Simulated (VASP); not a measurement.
Set up this calculation in VASP 6.6.1, as the native input.

| Property | Result |
| --- | --- |
| Task | single point |
| Functional | PBE |
| Potentials or basis | VASP PAW PBE potentials, release 64 (H, Ru_pv, Cl) |
| Cutoff | 520 eV |
| k mesh | 6 × 6 × 4 |
| Occupations | gaussian, width 0.1 eV |
| Spin | collinear spin, ferromagnetic start |
| Starting moments | [0.0, 0.0, 0.0, 0.0, 1.0, 0.0] μB |
| Dipole correction | no |
| Further INCAR settings | ALGO = Normal; EDIFF = 1e-07; NBANDS = 26 |

The structure of H4RuCl lies in POSCAR:

```
H4RuCl
1.0
    3.0354312420      0.0000000000      0.0000000000
   -1.5177156210      2.6287605670      0.0000000000
    0.0000000000      0.0000000000      5.7254802940
H Ru Cl
4 1 1
Direct
    0.3333333333      0.6666666667      0.8424376705
    0.3333333333      0.6666666667      0.1575623295
    0.6666666667      0.3333333333      0.8424376705
    0.6666666667      0.3333333333      0.1575623295
    0.0000000000      0.0000000000      0.0000000000
    0.0000000000      0.0000000000      0.5000000000
```

One way to write it, as run:

INCAR

```
PREC = Accurate
ENCUT = 520
EDIFF = 1E-7
ISMEAR = 0
SIGMA = 0.1
LREAL = False
LASPH = True
NELM = 150
ALGO = Normal
ISIF = 2
LWAVE = False
LCHARG = False
ISPIN = 2
MAGMOM = 0 0 0 0 1 0
LORBIT = 11
LMAXMIX = 4
GGA = PE
NBANDS = 26
```

KPOINTS

```
regular mesh
0
Gamma
  6 6 4
```

Potentials or basis: VASP PAW PBE potentials, release 64 (H, Ru_pv, Cl).

The run is started by

```sh
$ cat potpaw_PBE.64/H/POTCAR potpaw_PBE.64/Ru_pv/POTCAR potpaw_PBE.64/Cl/POTCAR > POTCAR
$ mpirun -np 1 vasp_std > vasp.out
```

It gave:

```yaml
Pressure: 0.0 GPa
Largest_force: 0.004 eV/Å
Net_moment: 0.41 μB per cell
Site_moments: H -0.00; Ru +0.40; Cl +0.01 μB
Valence_electrons_inside_the_program's_atomic_spheres: H 0.46; Ru 12.65; Cl 5.02
```

Caveat: the k points lie up to 0.40 Å⁻¹ apart.

Wall time 40 s on 1 thread of Intel(R) Xeon(R) 6975P-C (Granite Rapids), on a shared host, peak memory 0.2 GiB.
